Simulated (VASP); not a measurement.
# Nd2Y2Cl (P-3m1) in VASP: notebook, part 2 of 2

VASP 6.6.1. Earlier steps stand in the parts before.

## Step 4: Relaxation of cell and atoms, PBE

This run uses another cell than the first one, of 24.65 Å³/atom.

Contents of INCAR:

```
SYSTEM = Nd2Y2Cl
  PREC = Accurate
  ENCUT = 500
  EDIFF = 1E-7
  ISMEAR = 0
  SIGMA = 0.2
  LREAL = .FALSE.
  LASPH = .TRUE.
  NELM = 200
  ALGO = Normal
  ISIF = 3
  LWAVE = .FALSE.
  LCHARG = .FALSE.
  GGA = PE
  IBRION = 2
  NSW = 36
  EDIFFG = -0.08
  GGA_COMPAT = .FALSE.
  NELMIN = 4
  LMAXMIX = 6
```

Contents of KPOINTS:

```
Automatic mesh
0
G
  5 5 2
  0 0 0
```

Contents of POSCAR:

```
Nd2Y2Cl
1.0
    3.8397094500      0.0000000000      0.0000000000
   -1.9198547200      3.3252859200      0.0000000000
    0.0000000000      0.0000000000      9.6513639800
Nd Y Cl
2 2 1
Direct
    0.3333333300      0.6666666700      0.3547500100
    0.6666666700      0.3333333300      0.6452499900
    0.3333333300      0.6666666700      0.8342999800
    0.6666666700      0.3333333300      0.1657000200
    0.0000000000      0.0000000000      0.5000000000
```

Potentials or basis: VASP PAW PBE potentials, release 64 (Nd_3, Y_sv, Cl), 4f in core.

Command:

```sh
$ cat potpaw_PBE.64/Nd_3/POTCAR potpaw_PBE.64/Y_sv/POTCAR potpaw_PBE.64/Cl/POTCAR > POTCAR
$ mpirun -np 1 vasp_std > vasp.out
```

OUTCAR:

```text
SYSTEM = Nd2Y2Cl
   PREC = Accurate
   ENCUT = 500
   EDIFF = 1E-7
   ISMEAR = 0
   LREAL = .FALSE.
   LASPH = .TRUE.
   NELM = 200
   ISIF = 3
   GGA = PE
   IBRION = 2
   NSW = 36
   EDIFFG = -0.08
   NELMIN = 4

 ion  position               nearest neighbor table
   1  0.333  0.667  0.355-   5 2.62   5 2.62   5 2.62   4 2.87   4 2.87   4 2.87   2 3.57   2 3.57
                             2 3.57
   2  0.667  0.333  0.645-   5 2.62   5 2.62   5 2.62   3 2.87   3 2.87   3 2.87   1 3.57   1 3.57
                             1 3.57
   3  0.333  0.667  0.834-   2 2.87   2 2.87   2 2.87   4 3.89   4 3.89   4 3.89
   4  0.667  0.333  0.166-   1 2.87   1 2.87   1 2.87   3 3.89   3 3.89   3 3.89
   5  0.000  0.000  0.500-   1 2.62   2 2.62   1 2.62   2 2.62   2 2.62   1 2.62

  LATTYP: Found a hexagonal cell.
 ALAT       =     3.8397094500
 C/A-ratio  =     2.5135662231

  Lattice vectors:

 A1 = (   3.8397094500,   0.0000000000,   0.0000000000)
 A2 = (  -1.9198547200,   3.3252859200,   0.0000000000)
 A3 = (   0.0000000000,   0.0000000000,   9.6513639800)

Analysis of symmetry for initial positions (statically):
=====================================================================
 Subroutine PRICEL returns:
 Original cell was already a primitive cell.

 Routine SETGRP: Setting up the symmetry group for a
 hexagonal supercell.

 Subroutine GETGRP returns: Found 12 space group operations
 (whereof 12 operations were pure point group operations)
[... 138 lines left out ...]
 conjugate gradient relaxation of ions
 non-spin polarized calculation
 Gauss-broadening in eV      SIGMA  =   0.20
  energy-cutoff  :      500.00
  volume of cell :      123.23
 maximum number of plane-waves:      3150
 NGX is ok and might be reduce to    28
   NGX = 13   NGY = 13   NGZ = 35

--------------------------------------- Ionic step        1  -------------------------------------------

 number of electron      51.0000004 magnetization

 Free energy of the ion-electron system (eV)
  ---------------------------------------------------
  ext. energy  EPLUGINS =         0.00000000
  ---------------------------------------------------
  free energy    TOTEN  =       -21.93602466 eV

  energy without entropy =      -21.85229922  energy(sigma->0) =      -21.89416194

 E-fermi :   5.1893     XC(G=0): -10.4577

 val. band max:        5.1170625507   @ k =   0.4000   0.2000   0.5000
 cond. band min:       5.2289103804   @ k =   0.0000   0.0000   0.0000
 fundamental gap:      0.1118478297
 Fermi energy:         5.1893458722
[... 778 lines left out ...]
     29       4.8699      0.00000
     30       5.3987      0.00000

[... ionic steps 4 to 15 ...]

--------------------------------------- Ionic step       16  -------------------------------------------

 number of electron      50.9999992 magnetization

------------------------ aborting loop because EDIFF is reached ----------------------------------------
[... 73 lines left out ...]
--------------------------------------- Ionic step       18  -------------------------------------------

 number of electron      50.9999991 magnetization

 Free energy of the ion-electron system (eV)
  ---------------------------------------------------
  ext. energy  EPLUGINS =         0.00000000
  ---------------------------------------------------
  free energy    TOTEN  =       -26.86471310 eV

  energy without entropy =      -26.69342196  energy(sigma->0) =      -26.77906753

 E-fermi :   3.7948     XC(G=0):  -9.5268

 val. band max:        3.7909711204   @ k =   0.4000   0.2000   0.0000
 cond. band min:       3.7989749702   @ k =   0.4000   0.0000   0.0000
 fundamental gap:      0.0080038497
 Fermi energy:         3.7948342429
[... 360 lines left out ...]
  FREE ENERGIE OF THE ION-ELECTRON SYSTEM (eV)
  ---------------------------------------------------
  free  energy   TOTEN  =       -26.8647131019 eV

  energy  without entropy=      -26.6934219625  energy(sigma->0) =      -26.77906753

 reached required accuracy - stopping structural energy minimisation
```

Wall time 16 min (1 thread of Intel Xeon 6975P-C (Granite Rapids), shared host); peak memory 0.25 GiB.

What came out:

```yaml
Free_energy: -26.8647 eV
Relaxed_volume: 31.19 Å³/atom
Relaxed_cell: a = 3.739 Å, b = 3.739 Å, c = 12.883 Å, α = 90.00°, β = 90.00°, γ = 120.00°
Space_group_after_relaxing_to_0.1_Å: P-3m1 (No. 164)
Energy_gained_by_relaxing: 985.7 meV/atom
Ionic_steps: 18
Pressure_after_relaxing: 0.0 GPa
Largest_force_after_relaxing: 0.036 eV/Å
Band_gap_on_the_k_mesh: zero (an odd number of electrons rules out a gap without spin polarisation)
```

Forces on the atoms (eV/Å):
```
Nd   0.000  0.000 -0.036
Nd   0.000  0.000  0.036
Y    0.000  0.000 -0.008
Y    0.000  0.000  0.008
Cl   0.000  0.000  0.000
```

The path:
```
step  energy change (eV)  largest force (eV/Å)  pressure (GPa)  volume (Å³)
   1              0.0000                3.6877           16.83       123.23
   2             -3.2431                1.7674           -1.48       175.32
   3             -3.2540                1.6356           -2.10       178.72
   4             -4.0014                0.8867           -2.47       175.96
   5             -4.3136                0.4952           -2.44       172.82
   6             -4.3504                0.6431           -2.30       171.43
   7             -4.4716                0.8310            1.39       156.28
   8             -4.4751                0.8018            0.81       158.26
   9             -4.5780                0.6662            0.76       156.99
  10             -4.7891                0.3821            1.05       153.23
  11             -4.5996                0.7493            3.41       145.88
  12             -4.8374                0.1889            1.43       151.31
  13             -4.8747                0.1226           -1.87       164.31
  14             -4.9019                0.1367           -0.71       159.06
  15             -4.9269                0.0419           -0.18       156.78
  16             -4.9273                0.0557           -0.24       157.05
  17             -4.9274                0.0175            0.34       154.86
  18             -4.9287                0.0357            0.05       155.94
```

Final structure:
```
CELL_PARAMETERS angstrom
3.73856 0.00000 0.00000
-1.86928 3.23769 0.00000
0.00000 0.00000 12.88312
ATOMIC_POSITIONS crystal
Nd 0.33333 0.66667 0.32861
Nd 0.66667 0.33333 0.67139
Y 0.33333 0.66667 0.89085
Y 0.66667 0.33333 0.10915
Cl 0.00000 0.00000 0.50000
```

Caveat: the k points lie up to 0.39 Å⁻¹ apart in the final cell, too coarse for converged energies and pressures of a metal; the volume moved by over 15 % at a fixed basis, so the end points are rough; spin-orbit coupling is left out, which moves the levels of the heavy elements; the 4f electrons are frozen in the core, so they carry no moment and show no levels; the run has no spin polarisation, though such a crystal can be magnetic; the relaxation stopped at a loose force limit of 0.08 eV/Å, so its end isn't a converged minimum. With open d or f shells a metallic result of PBE can be an artefact of self-interaction; +U or a hybrid may open a gap.

## Step 5: Relaxation of cell and atoms, PBE

This run uses another cell than the first one, of 21.55 Å³/atom.

Contents of INCAR:

```
  PREC = Accurate
  ENCUT = 500
  EDIFF = 1E-7
  ISMEAR = 0
  SIGMA = 0.2
  LREAL = F
  LASPH = T
  NELM = 200
  ALGO = Normal
  ISIF = 3
  LWAVE = F
  LCHARG = F
  GGA = PE
  IBRION = 2
  NSW = 36
  EDIFFG = -0.08
  GGA_COMPAT = F
  NELMIN = 4
  LMAXMIX = 6
```

Contents of KPOINTS:

```
Automatic mesh
0
Gamma
  5 5 3
```

Contents of POSCAR:

```
Nd2Y2Cl
1.0
    4.1646294700      0.0000000000      0.0000000000
   -2.0823147400      3.6066749200      0.0000000000
    0.0000000000      0.0000000000      7.1737190200
Nd Y Cl
2 2 1
Direct
    0.3333333300      0.6666666700      0.7346000100
    0.6666666700      0.3333333300      0.2653999900
    0.3333333300      0.6666666700      0.3772999900
    0.6666666700      0.3333333300      0.6227000100
    0.0000000000      0.0000000000      0.0000000000
```

Command:

```sh
$ cat potpaw_PBE.64/Nd_3/POTCAR potpaw_PBE.64/Y_sv/POTCAR potpaw_PBE.64/Cl/POTCAR > POTCAR
$ mpirun -np 1 vasp_std > vasp.out
```

Run time: 32 min. Hardware: 1 thread of Intel Xeon 6975P-C (Granite Rapids), shared host; peak memory 0.26 GiB.

It converged, with:

| Property | Result |
| --- | --- |
| Free energy | -26.6332 eV |
| Relaxed volume | 30.68 Å³/atom |
| Relaxed cell | a = 3.764 Å, b = 3.764 Å, c = 12.504 Å, α = 90.00°, β = 90.00°, γ = 120.00° |
| Space group after relaxing (to 0.1 Å) | P-3m1 (No. 164) |
| Energy gained by relaxing | 2372.1 meV/atom |
| Ionic steps | 29 |
| Pressure after relaxing | 0.0 GPa |
| Largest force after relaxing | 0.062 eV/Å |
| Band gap on the k mesh | zero (an odd number of electrons rules out a gap without spin polarisation) |

Forces in eV/Å, atoms in the order of the input:
```
Nd   0.000  0.000 -0.029
Nd   0.000  0.000  0.029
Y    0.000  0.000  0.062
Y    0.000  0.000 -0.062
Cl   0.000  0.000  0.000
```

Stress tensor (GPa, compression positive):
```
 0.20  0.00  0.00
 0.00  0.20  0.00
 0.00  0.00 -0.41
```

The path:
| step | energy change (eV) | largest force (eV/Å) | pressure (GPa) | volume (Å³) |
| --- | --- | --- | --- | --- |
| 1 | 0.0000 | 6.7798 | 34.74 | 107.75 |
| 2 | -6.7527 | 2.0161 | -1.93 | 198.18 |
| 3 | -6.7300 | 2.0047 | -1.14 | 186.04 |
| 4 | -6.7531 | 1.9809 | -1.58 | 192.40 |
| 5 | -7.6639 | 1.8632 | -1.54 | 187.65 |
| 6 | -9.7407 | 0.8396 | -1.56 | 173.05 |
| 7 | -9.7867 | 1.5922 | -1.60 | 165.82 |
| 8 | -9.8629 | 1.0156 | -1.69 | 169.15 |
| 9 | -10.2188 | 1.3414 | 1.22 | 152.16 |
| 10 | -10.2479 | 1.5069 | 2.98 | 146.23 |
| 11 | -10.5136 | 1.6411 | 3.45 | 145.26 |
| 12 | -11.1383 | 1.1189 | 6.01 | 140.96 |
| 13 | -8.9089 | 3.0722 | 17.90 | 126.93 |
| 14 | -11.1622 | 1.2991 | 7.52 | 138.93 |
| 15 | -11.4167 | 1.0604 | 4.24 | 145.64 |
| 16 | -11.4541 | 0.9578 | 1.69 | 151.85 |
| 17 | -11.4608 | 0.9744 | 2.34 | 150.19 |
| 18 | -11.5383 | 0.8498 | 1.64 | 151.89 |
| 19 | -11.6422 | 0.5406 | -0.08 | 156.83 |
| 20 | -11.6433 | 0.5127 | -0.24 | 157.34 |
| 21 | -11.6611 | 0.4887 | -0.21 | 156.98 |
| 22 | -11.7099 | 0.4247 | -0.07 | 155.89 |
| 23 | -11.7862 | 0.2718 | 0.34 | 153.70 |
| 24 | -11.7855 | 0.6485 | 1.63 | 149.26 |
| 25 | -11.8193 | 0.3455 | 0.83 | 151.78 |
| 26 | -11.8447 | 0.2695 | 0.02 | 154.08 |
| 27 | -11.8492 | 0.2254 | -0.47 | 155.56 |
| 28 | -11.8572 | 0.1519 | -0.26 | 154.55 |
| 29 | -11.8606 | 0.0624 | 0.00 | 153.40 |

Final structure:
```
CELL_PARAMETERS angstrom
3.76373 0.00000 0.00000
-1.88187 3.25949 0.00000
0.00000 0.00000 12.50419
ATOMIC_POSITIONS crystal
Nd 0.33333 0.66667 0.83011
Nd 0.66667 0.33333 0.16989
Y 0.33333 0.66667 0.39023
Y 0.66667 0.33333 0.60977
Cl 0.00000 0.00000 0.00000
```

Levels at points of the mesh, in eV from the Fermi level:
```tsv
k point	band 23	band 24	band 25	band 26	band 27	band 28
(0.00, 0.00, 0.00)	-2.05	-1.27	0.45	0.98	0.98	1.39
```

Caveat: the volume moved by over 15 % at a fixed basis, so the end points are rough; spin-orbit coupling is left out, which moves the levels of the heavy elements; the 4f electrons are frozen in the core, so they carry no moment and show no levels; the run has no spin polarisation, though such a crystal can be magnetic; the relaxation stopped at a loose force limit of 0.08 eV/Å, so its end isn't a converged minimum.

## Step 6: The runs side by side

| task | cell | k mesh | smearing | gap on the mesh (eV) | pressure (GPa) | relaxed volume (Å³/atom) | largest force (eV/Å) |
| --- | --- | --- | --- | --- | --- | --- | --- |
| relaxation of cell and atoms | relaxed from a = 3.725, b = 3.725, c = 12.984 Å, angles 90.0, 90.0, 120.0°, 5 atoms, atomic positions A | 12 × 12 × 4 | gaussian 0.1 eV | none | 0.0 | 31.16 | 0.01 |
| relaxation of shape and atoms at fixed volume | relaxed from a = 3.747, b = 3.747, c = 13.186 Å, angles 90.0, 90.0, 120.0°, 5 atoms, atomic positions B | 12 × 12 × 4 | gaussian 0.1 eV | none | -1.1 | - | - |
| relaxation of cell and atoms | relaxed from a = 3.840, b = 3.840, c = 9.651 Å, angles 90.0, 90.0, 120.0°, 5 atoms, atomic positions C | 5 × 5 × 2 | gaussian 0.2 eV | none | 0.0 | 31.19 | 0.04 |
| relaxation of cell and atoms | relaxed from a = 4.165, b = 4.165, c = 7.174 Å, angles 90.0, 90.0, 120.0°, 5 atoms, atomic positions D | 5 × 5 × 3 | gaussian 0.2 eV | none | 0.0 | 30.68 | 0.06 |

Alike in all rows: level PBE; potentials or basis VASP PAW PBE potentials, release 64 (Nd_3, Y_sv, Cl), 4f in core; no spin polarisation; cutoff (eV) 500.

Caveats: some runs use coarse meshes; spin-orbit coupling is left out, which moves the levels of the heavy elements; the 4f electrons are frozen in the core, so they carry no moment and show no levels; the run has no spin polarisation, though such a crystal can be magnetic; the volume moved by over 15 % at a fixed basis, so the end points are rough (at least some runs); the relaxation stopped at a loose force limit of 0.08 eV/Å, so its end isn't a converged minimum (at least some runs).

Absolute energies hang on the potentials; compare differences alone.

The gap in the log of VASP goes by the Fermi energy; the results here count the filled bands.